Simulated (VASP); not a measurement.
Wanted: the native input for a VASP 6.6.1 run.

* Task: single point
* Functional: PBE
* Potentials or basis: VASP PAW PBE potentials, release 64 (Zn, S)
* Cutoff: 500 eV
* k mesh: 6 × 6 × 4
* Occupations: gaussian, width 0.05 eV
* Spin: no spin polarisation
* Dipole correction: no
* Further INCAR settings: ALGO = Normal; EDIFF = 1e-06; NBANDS = 26

The structure of ZnS lies in POSCAR:

```
ZnS
1.0
    3.8454929889      0.0000000000      0.0000000000
   -1.9227464944      3.3302946184      0.0000000000
    0.0000000000      0.0000000000      6.3053333047
Zn S
2 2
Direct
    0.3333333333      0.6666666667      0.0052197899
    0.6666666667      0.3333333333      0.5052197899
    0.3333333333      0.6666666667      0.3797802101
    0.6666666667      0.3333333333      0.8797802101
```

One way to write it, as run:

INCAR

```
SYSTEM = ZnS
ALGO = Normal
EDIFF = 1E-6
ENCUT = 500
GGA = PE
GGA_COMPAT = .FALSE.
ISIF = 2
ISMEAR = 0
LASPH = .TRUE.
LCHARG = .TRUE.
LELF = .TRUE.
LREAL = .FALSE.
LVHAR = .TRUE.
LWAVE = .FALSE.
NBANDS = 26
NELM = 120
PREC = Accurate
SIGMA = 0.05
```

KPOINTS

```
k-points
0
G
  6 6 4
  0 0 0
```

Potentials or basis: VASP PAW PBE potentials, release 64 (Zn, S).

Launch:

```bash
$ cat potpaw_PBE.64/Zn/POTCAR potpaw_PBE.64/S/POTCAR > POTCAR
$ mpirun -np 1 vasp_std > vasp.out
```

Results of the run:

| Property | Result |
| --- | --- |
| Pressure | 0.1 GPa |
| Band gap on the k mesh | 2.08 eV, direct |

Wall time 83 s on 1 thread of AMD EPYC 7R13 (shared host), peak memory 0.17 GiB.
